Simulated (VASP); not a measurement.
A run of VASP 6.6.1:

The input INCAR:

```
SYSTEM = GeSb2Te4
  PREC = Accurate
  ENCUT = 520
  EDIFF = 1E-6
  ISMEAR = 0
  SIGMA = 0.03
  LREAL = .FALSE.
  LASPH = .TRUE.
  NELM = 80
  ALGO = Normal
  ISIF = 2
  LWAVE = .FALSE.
  LCHARG = .FALSE.
  GGA = PE
  NBANDS = 33
```

KPOINTS

```
Automatic mesh
0
G
  9 9 3
  0 0 0
```

The input POSCAR:

```
GeSb2Te4
1.0
   -4.2977010893      0.0000000000      0.0000000000
   -2.1488505447     -3.7219183212      0.0000000000
    0.5372126362      0.3101598601     14.1302728042
Ge Sb Te
1 2 4
Direct
    0.5194281481      0.5194281481      0.2073377777
    0.2330961966      0.2330961966      0.7713543595
    0.8760389574      0.8760389574      0.4866674886
    0.8444507178      0.8444507177      0.1076086130
   -0.0901503645     -0.0901503645      0.8923956264
    0.5543489891      0.5543489891      0.6263878696
    0.1990746054      0.1990746054      0.3630952651
```

Potentials or basis: VASP PAW PBE potentials, release 64 (Ge_d, Sb, Te).

The run is started by

```sh
$ cat potpaw_PBE.64/Ge_d/POTCAR potpaw_PBE.64/Sb/POTCAR potpaw_PBE.64/Te/POTCAR > POTCAR
$ mpirun -np 1 vasp_std > vasp.out
```

Hardware: 1 thread of AMD EPYC 7R13 (shared host).

How long does it take, and how much memory?

It took 12 min on 1 thread of AMD EPYC 7R13, with other jobs on the host, peak memory 0.62 GiB. Counts: scf iterations 15, k points 70.
